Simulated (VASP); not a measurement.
# AlGaN2 (P-4m2) in VASP: a series of runs

Runs on AlGaN2. Level: r2SCAN. Tasks: single point.

Everything below comes from runs of VASP 6.6.1. Logs are shortened: lines on timing, memory, paths and dates and some standing lists are left out, and cuts for length are marked.

## (1) The cell of the first run

It takes space group P-4m2 (No. 115, tetragonal). Conventional cell: a = 3.078 Å, b = 3.078 Å, c = 4.424 Å, α = 90.00°, β = 90.00°, γ = 90.00°. Al (site symmetry -4m2) has 4 N at 1.87 Å within 2.5 Å. Ga (site symmetry -4m2) has 4 N at 1.93 Å within 2.6 Å. Within 2.5 Å of N (site symmetry 2mm) lie 2 Al at 1.87 Å and 2 Ga at 1.93 Å.

## (2) Single point, r2SCAN (strain -0.0200 x Voigt [1, 1, 0, 0, 0, 0])

File POSCAR:

```
AlGaN2
1.0
    3.0780595077      0.0000000000      0.0000000000
    0.0000000000      3.0780595077      0.0000000000
    0.0000000000      0.0000000000      4.4238379400
Al Ga N
1 1 2
Direct
    0.5000000000      0.5000000000      0.5000000000
    0.0000000000      0.0000000000      0.0000000000
    0.5000000000      0.0000000000      0.7382648100
    0.0000000000      0.5000000000      0.2617351900
```

File INCAR.step1:

```
PREC     = Accurate       # precision mode
ENCUT    = 520            # plane-wave cutoff, eV
ISMEAR   = 0              # smearing method
SIGMA    = 0.05           # smearing width, eV
LREAL    = False          # projectors in reciprocal space
LASPH    = True           # aspherical terms in the spheres
NELM     = 80             # most SCF steps
NBANDS   = 21             # bands
GGA      = PE             # functional
ALGO     = Normal         # electronic algorithm
EDIFF    = 1E-4           # SCF threshold, eV
LWAVE    = True           # write WAVECAR
LCHARG   = False          # write CHGCAR
```

File INCAR.step2:

```
PREC     = Accurate       # precision mode
ENCUT    = 520            # plane-wave cutoff, eV
EDIFF    = 1E-6           # SCF threshold, eV
ISMEAR   = 0              # smearing method
SIGMA    = 0.05           # smearing width, eV
LREAL    = False          # projectors in reciprocal space
LASPH    = True           # aspherical terms in the spheres
NELM     = 80             # most SCF steps
ALGO     = Normal         # electronic algorithm
ISIF     = 2              # what is computed and relaxed
LWAVE    = False          # write WAVECAR
LCHARG   = False          # write CHGCAR
METAGGA  = R2SCAN         # meta-GGA
LMIXTAU  = True         
NBANDS   = 21             # bands
ISTART   = 1
```

File KPOINTS:

```
regular mesh
0
Gamma
  8 8 6
```

Potentials or basis: VASP PAW PBE potentials, release 64 (Al, Ga_d, N).

Run with:

```console
$ cat potpaw_PBE.64/Al/POTCAR potpaw_PBE.64/Ga_d/POTCAR potpaw_PBE.64/N/POTCAR > POTCAR
$ cp INCAR.step1 INCAR
$ mpirun -np 1 vasp_std > vasp.out
$ cp INCAR.step2 INCAR
$ mpirun -np 1 vasp_std > vasp.out
```

OUTCAR:

```text
PREC = Accurate
   ENCUT = 520
   EDIFF = 1E-6
   ISMEAR = 0
   LREAL = False
   LASPH = True
   NELM = 80
   ISIF = 2
   METAGGA = R2SCAN
   ISTART = 1

 ion  position               nearest neighbor table
   1  0.500  0.500  0.500-   3 1.87   4 1.87   3 1.87   4 1.87   2 3.10   2 3.10   2 3.10   2 3.10
                             2 3.10   2 3.10   2 3.10   2 3.10
   2  0.000  0.000  0.000-   3 1.93   4 1.93   4 1.93   3 1.93   1 3.10   1 3.10   1 3.10   1 3.10
                             1 3.10   1 3.10   1 3.10   1 3.10
   3  0.500  0.000  0.738-   1 1.87   1 1.87   2 1.93   2 1.93
   4  0.000  0.500  0.262-   1 1.87   1 1.87   2 1.93   2 1.93

  LATTYP: Found a simple tetragonal cell.
 ALAT       =     3.0780595077
 C/A-ratio  =     1.4372165090

  Lattice vectors:

 A1 = (   3.0780595077,   0.0000000000,   0.0000000000)
 A2 = (   0.0000000000,   3.0780595077,   0.0000000000)
 A3 = (   0.0000000000,   0.0000000000,   4.4238379400)

Analysis of symmetry for initial positions (statically):
=====================================================================
 Subroutine PRICEL returns:
 Original cell was already a primitive cell.

 Routine SETGRP: Setting up the symmetry group for a
 simple tetragonal supercell.

 Subroutine GETGRP returns: Found  8 space group operations
 (whereof  8 operations were pure point group operations)
 out of a pool of 16 trial point group operations.

The static configuration has the point symmetry D_2d.

Analysis of symmetry for dynamics (positions and initial velocities):
=====================================================================
 Subroutine PRICEL returns:
 Original cell was already a primitive cell.

 Routine SETGRP: Setting up the symmetry group for a
 simple tetragonal supercell.

 Subroutine GETGRP returns: Found  8 space group operations
 (whereof  8 operations were pure point group operations)
 out of a pool of 16 trial point group operations.

The dynamic configuration has the point symmetry D_2d.

 Subroutine INISYM returns: Found  8 space group operations
 (whereof  8 operations are pure point group operations),
 and found     1 'primitive' translations

----------------------------------------------------------------------------------------

                                     Primitive cell

  volume of cell :      41.9134

  direct lattice vectors                    reciprocal lattice vectors
     3.078059508  0.000000000  0.000000000     0.324880009  0.000000000  0.000000000
     0.000000000  3.078059508  0.000000000     0.000000000  0.324880009  0.000000000
     0.000000000  0.000000000  4.423837940     0.000000000  0.000000000  0.226048064

  length of vectors
     3.078059508  3.078059508  4.423837940     0.324880009  0.324880009  0.226048064

  position of ions in fractional coordinates (direct lattice)
     0.500000000  0.500000000  0.500000000
     0.000000000  0.000000000  0.000000000
     0.500000000  0.000000000  0.738264810
     0.000000000  0.500000000  0.261735190

  ion indices of the primitive-cell ions
   primitive index   ion index
                 1           1
                 2           2
                 3           3
                 4           4

----------------------------------------------------------------------------------------

 KPOINTS: regular mesh

Automatic generation of k-mesh.
 Grid dimensions read from file:
 generate k-points for:    8    8    6

 Generating k-lattice:

  Cartesian coordinates                     Fractional coordinates (reciprocal lattice)
     0.040610001  0.000000000  0.000000000     0.125000000  0.000000000  0.000000000
     0.000000000  0.040610001  0.000000000     0.000000000  0.125000000  0.000000000
     0.000000000  0.000000000  0.037674677     0.000000000  0.000000000  0.166666667

  Length of vectors
     0.040610001  0.040610001  0.037674677

  Shift w.r.t. Gamma in fractional coordinates (k-lattice)
     0.000000000  0.000000000  0.000000000

 Subroutine IBZKPT returns following result:
 ===========================================

 Found     60 irreducible k-points:

 Following reciprocal coordinates:
            Coordinates               Weight
  0.000000  0.000000  0.000000      1.000000
  0.125000  0.000000  0.000000      4.000000
  0.250000  0.000000  0.000000      4.000000
  0.375000  0.000000  0.000000      4.000000
  0.500000  0.000000  0.000000      2.000000
  0.125000  0.125000  0.000000      4.000000
[... 16 lines left out ...]
  0.375000  0.125000  0.166667     16.000000
  0.500000  0.125000  0.166667      8.000000
 [... further k-points ...]
   k-points           NKPTS =     60   k-points in BZ     NKDIM =     60   number of bands    NBANDS=     21
   number of dos      NEDOS =    301   number of ions     NIONS =      4
   total plane-waves  NPLWV =  20736
   dimension x,y,z NGX =    24 NGY =   24 NGZ =   36
   dimension x,y,z NGXF=    48 NGYF=   48 NGZF=   72
   ions per type =               1   1   2
   NGX,Y,Z   is equivalent  to a cutoff of  12.96, 12.96, 13.53 a.u.
   NGXF,Y,Z  is equivalent  to a cutoff of  25.92, 25.92, 27.06 a.u.
 SYSTEM =  unknown system
   PREC   = accura    normal or accurate (medium, high low for compatibility)
   ISTART =      1    job   : 0-new  1-cont  2-samecut
   ICHARG =      0    charge: 1-file 2-atom 10-const
   ISPIN  =      1    spin polarized calculation?
   LNONCOLLINEAR =      F non collinear calculations
   LSORBIT =      F    spin-orbit coupling
   LASPH  =      T    aspherical Exc in radial PAW
   ENCUT  =  520.0 eV  38.22 Ry    6.18 a.u.   5.72  5.72  8.23*2*pi/ulx,y,z
   NELM   =     80;   NELMIN=  2; NELMDL=  0     # of ELM steps
   EDIFF  = 0.1E-05   stopping-criterion for ELM
   LREAL  =      F    real-space projection
   EDIFFG = 0.1E-04   stopping-criterion for IOM
   NSW    =      0    number of steps for IOM
   IBRION =     -1    ionic relax: 0-MD 1-quasi-New 2-CG
   NFREE  =      0    steps in history (QN), initial steepest desc. (CG)
   ISIF   =      2    stress and relaxation
   ISYM   =      2    0-nonsym 1-usesym 2-fastsym
   POTIM  = 0.5000    time-step for ionic-motion
   TEBEG  =    0.0;   TEEND  =   0.0 temperature during run
   PSTRESS=    0.0 pullay stress
   NELECT =      26.0000    total number of electrons
   NUPDOWN=      -1.0000    fix difference up-down
   EMIN   =  10.00;   EMAX   =-10.00  energy-range for DOS
   EFERMI =   0.00;   METHOD = LEGACY
   ISMEAR =     0;   SIGMA  =   0.05  broadening in eV -4-tet -1-fermi 0-gaus
   EFERMI_NEDOS =   21; number of points for ismear=-14 and -15
   IALGO  =     38    algorithm
   IMIX   =      4    mixing-type and parameters
     AMIX     =   0.40;   BMIX     =  1.00
     AMIX_MAG =   1.60;   BMIX_MAG =  1.00
  volume/ion in A,a.u.               =      10.48        70.71
  Fermi-wavevector in a.u.,A,eV,Ry     =   1.396202  2.638439 26.522919  1.949380
  Thomas-Fermi vector in A             =   2.519579
   LORBIT       =      0    0 simple, 1 ext, 2 COOP (PROOUT), +10 PAW based schemes
   METAGGA = R2SCAN    functional components
   LHFCALC =     F    Hartree Fock is set to
   AEXX    =    0.0000 exact exchange contribution
   IVDW    =     0    specifies the selected vdW correction
   LEPSILON=     F    determine dielectric tensor
   LRPA    =     F    only Hartree local field effects (RPA)
 non-spin polarized calculation
 Gauss-broadening in eV      SIGMA  =   0.05
  energy-cutoff  :      520.00
  volume of cell :       41.91
 maximum number of plane-waves:      1148
 NGX is ok and might be reduce to    24
   NGX = 11   NGY = 11   NGZ = 17

 number of electron      26.0000006 magnetization

 Free energy of the ion-electron system (eV)
  ---------------------------------------------------
  ext. energy  EPLUGINS =         0.00000000
  ---------------------------------------------------
  free energy    TOTEN  =       -41.02175898 eV

  energy without entropy =      -41.02175898  energy(sigma->0) =      -41.02175898

 E-fermi :   6.0817     XC(G=0): -12.2818

 val. band max:        5.8277269696   @ k =   0.0000   0.0000   0.0000
 cond. band min:       9.4703474020   @ k =   0.0000   0.0000   0.0000
 fundamental gap:      3.6426204324
 Fermi energy:         6.0817467057

 k-point     1 :       0.0000    0.0000    0.0000
  band No.  band energies     occupation
      1     -10.7870      2.00000
      2      -9.0426      2.00000
      3      -7.5190      2.00000
      4      -7.5190      2.00000
      5      -7.4471      2.00000
      6      -7.2734      2.00000
[... 13 lines left out ...]
     20      19.8074      0.00000
     21      22.4478      0.00000

 k-point     2 :       0.1250    0.0000    0.0000
  band No.  band energies     occupation
      1     -10.6438      2.00000
      2      -9.0438      2.00000
      3      -7.5337      2.00000
      4      -7.5157      2.00000
      5      -7.4195      2.00000
      6      -7.2866      2.00000
[... 13 lines left out ...]
     20      19.6017      0.00000
     21      21.9012      0.00000

 k-point     3 :       0.2500    0.0000    0.0000
  band No.  band energies     occupation
      1     -10.2565      2.00000
      2      -9.0643      2.00000
      3      -7.5276      2.00000
      4      -7.5078      2.00000
      5      -7.3381      2.00000
      6      -7.3183      2.00000
[... 13 lines left out ...]
     20      19.0315      0.00000
     21      20.6887      0.00000

 k-point     4 :       0.3750    0.0000    0.0000
  band No.  band energies     occupation
      1      -9.7646      2.00000
      2      -9.1432      2.00000
      3      -7.4996      2.00000
      4      -7.4778      2.00000
      5      -7.3498      2.00000
      6      -7.1575      2.00000
[... 13 lines left out ...]
     20      18.9082      0.00000
     21      19.6298      0.00000

 k-point     5 :       0.5000    0.0000    0.0000
  band No.  band energies     occupation
      1      -9.4244      2.00000
      2      -9.2945      2.00000
      3      -7.4962      2.00000
      4      -7.4496      2.00000
      5      -7.3628      2.00000
      6      -6.8944      2.00000
[... 13 lines left out ...]
     20      18.9947      0.00000
     21      19.0754      0.00000
[... 382 lines left out ...]
     20      19.0121      0.00000
     21      20.7182      0.00000

 k-point    22 :       0.2500    0.1250    0.1667
  band No.  band energies     occupation
      1     -10.0479      2.00000
      2      -9.0907      2.00000
      3      -7.5334      2.00000
      4      -7.4680      2.00000
      5      -7.3494      2.00000
      6      -7.2969      2.00000
[... 13 lines left out ...]
     20      19.0566      0.00000
     21      19.8886      0.00000

 k-point    23 :       0.3750    0.1250    0.1667
  band No.  band energies     occupation
      1      -9.6284      2.00000
      2      -9.1297      2.00000
      3      -7.5106      2.00000
      4      -7.4223      2.00000
      5      -7.3742      2.00000
      6      -7.0929      2.00000
[... 13 lines left out ...]
     20      19.1023      0.00000
     21      19.5512      0.00000

 k-point    24 :       0.5000    0.1250    0.1667
  band No.  band energies     occupation
      1      -9.3725      2.00000
      2      -9.2202      2.00000
      3      -7.5023      2.00000
      4      -7.4008      2.00000
      5      -7.3892      2.00000
      6      -6.8263      2.00000
[... 13 lines left out ...]
     20      19.1714      0.00000
     21      19.3280      0.00000

 [... further k-points ...]
[... 5 lines left out ...]
  --------------------------------------------------------------------------------------
  -------------------------------------------------------------------------------------
  Total        2.6051097      2.6051097      1.8279115      0.0000000      0.0000000      0.0000000
  in kB       99.5825790     99.5825790     69.8735021      0.0000000      0.0000000      0.0000000
  external PRESSURE =      89.6795534 kB  Pullay stress =       0.0000000 kB

 VOLUME and BASIS-vectors are now :
 -----------------------------------------------------------------------------
  energy-cutoff  :      520.00
  volume of cell :       41.91
      direct lattice vectors                 reciprocal lattice vectors
     3.078059508  0.000000000  0.000000000     0.324880009  0.000000000  0.000000000
     0.000000000  3.078059508  0.000000000     0.000000000  0.324880009  0.000000000
     0.000000000  0.000000000  4.423837940     0.000000000  0.000000000  0.226048064

 POSITION                                       TOTAL-FORCE (eV/Angst)
 -----------------------------------------------------------------------------------
      1.53903      1.53903      2.21192         0.000000     -0.000000      0.000000
      0.00000      0.00000      0.00000         0.000000      0.000000      0.000000
      1.53903      0.00000      3.26596        -0.000000      0.000000      0.036033
      0.00000      1.53903      1.15787        -0.000000      0.000000     -0.036033
 -----------------------------------------------------------------------------------
    total drift:                                0.000000      0.000000      0.000000

  FREE ENERGIE OF THE ION-ELECTRON SYSTEM (eV)
  ---------------------------------------------------
  free  energy   TOTEN  =       -41.0217589848 eV

  energy  without entropy=      -41.0217589848  energy(sigma->0) =      -41.02175898
```

Wall time 98 s (1 thread of Intel Xeon 6975P-C, shared host); peak memory 0.19 GiB.

Results:

| Item | Value |
| --- | --- |
| Free energy | -41.0218 eV |
| Pressure | 9.0 GPa |
| Largest force | 0.036 eV/Å |
| Band gap on the k mesh | 3.64 eV, direct |

Forces in eV/Å, atoms in the order of the input:
```
Al   0.000  0.000  0.000
Ga   0.000  0.000  0.000
N    0.000  0.000  0.036
N    0.000  0.000 -0.036
```

Stress tensor (GPa, compression positive):
```
9.96 0.00 0.00
0.00 9.96 0.00
0.00 0.00 6.99
```

Caveat: the cell differs from its parent crystal (strain -0.0200 x Voigt [1, 1, 0, 0, 0, 0]); the PAW data sets were made with another functional, which shifts forces and pressure a little.

## (3) Single point, r2SCAN (strain -0.0150 x Voigt [1, 1, 0, 0, 0, 0])

POSCAR: that of step 2 with these lines changed.

```diff
@@ -2,4 +2,4 @@
 1.0
-    3.0780595077      0.0000000000      0.0000000000
-    0.0000000000      3.0780595077      0.0000000000
+    3.0937638930      0.0000000000      0.0000000000
+    0.0000000000      3.0937638930      0.0000000000
     0.0000000000      0.0000000000      4.4238379400
```

File INCAR.step1:

```
SYSTEM = AlGaN2
PREC     = Accurate       ! precision mode
ENCUT    = 520            ! plane-wave cutoff, eV
ISMEAR   = 0              ! smearing method
SIGMA    = 0.05           ! smearing width, eV
LREAL    = .FALSE.        ! projectors in reciprocal space
LASPH    = .TRUE.         ! aspherical terms in the spheres
NELM     = 100            ! most SCF steps
NBANDS   = 21             ! bands
GGA      = PE             ! functional
ALGO     = Normal         ! electronic algorithm
EDIFF    = 1E-4           ! SCF threshold, eV
LWAVE    = .TRUE.         ! write WAVECAR
LCHARG   = .FALSE.        ! write CHGCAR
```

File INCAR.step2:

```
SYSTEM = AlGaN2
PREC     = Accurate       ! precision mode
ENCUT    = 520            ! plane-wave cutoff, eV
EDIFF    = 1E-6           ! SCF threshold, eV
ISMEAR   = 0              ! smearing method
SIGMA    = 0.05           ! smearing width, eV
LREAL    = .FALSE.        ! projectors in reciprocal space
LASPH    = .TRUE.         ! aspherical terms in the spheres
NELM     = 100            ! most SCF steps
ALGO     = Normal         ! electronic algorithm
ISIF     = 2              ! what is computed and relaxed
LWAVE    = .FALSE.        ! write WAVECAR
LCHARG   = .FALSE.        ! write CHGCAR
METAGGA  = R2SCAN         ! meta-GGA
LMIXTAU  = .TRUE.       
NBANDS   = 21             ! bands
ISTART   = 1
```

File KPOINTS:

```
regular mesh
0
G
  8 8 6
  0 0 0
```

Potentials or basis: VASP PAW PBE potentials, release 64 (Al, Ga_d, N).

Run with:

```console
$ cat potpaw_PBE.64/Al/POTCAR potpaw_PBE.64/Ga_d/POTCAR potpaw_PBE.64/N/POTCAR > POTCAR
$ cp INCAR.step1 INCAR
$ mpirun -np 1 vasp_std > vasp.out
$ cp INCAR.step2 INCAR
$ mpirun -np 1 vasp_std > vasp.out
```

It took 1.8 min on 1 thread of Intel Xeon 6975P-C, shared host; peak memory 0.2 GiB.

The run converged. Its results:

* Free energy: -41.0453 eV
* Pressure: 6.6 GPa
* Largest force: 0.027 eV/Å
* Band gap on the k mesh: 3.57 eV, direct

Forces on the atoms (eV/Å):
```
Al   0.000  0.000  0.000
Ga   0.000  0.000  0.000
N    0.000  0.000  0.027
N    0.000  0.000 -0.027
```

Stress tensor (GPa, compression positive):
```
7.32 0.00 0.00
0.00 7.32 0.00
0.00 0.00 5.12
```

Levels at points of the mesh, in eV from the valence-band top:
| k point | band 10 | band 11 | band 12 | band 13 | band 14 | band 15 | band 16 | band 17 |
| --- | --- | --- | --- | --- | --- | --- | --- | --- |
| (0.00, 0.00, 0.00) | -2.41 | -0.31 | 0.00 | 0.00 | 3.57 | 4.17 | 8.70 | 12.29 |
| (0.50, 0.00, 0.00) | -3.14 | -3.07 | -1.04 | -0.64 | 7.93 | 8.03 | 8.98 | 9.47 |
| (0.50, 0.50, 0.00) | -2.48 | -2.44 | -2.44 | -2.44 | 3.80 | 3.80 | 7.05 | 9.63 |
| (0.00, 0.00, 0.50) | -1.65 | -1.65 | -0.98 | -0.98 | 5.94 | 6.08 | 8.93 | 10.39 |
| (0.50, 0.00, 0.50) | -1.03 | -1.01 | -0.72 | -0.52 | 6.02 | 7.49 | 10.19 | 10.47 |
| (0.50, 0.50, 0.50) | -4.18 | -3.45 | -3.36 | -3.36 | 6.74 | 6.74 | 9.86 | 11.83 |

Caveat: the cell differs from its parent crystal (strain -0.0150 x Voigt [1, 1, 0, 0, 0, 0]); the PAW data sets were made with another functional, which shifts forces and pressure a little.

[end of part 1 of 2]
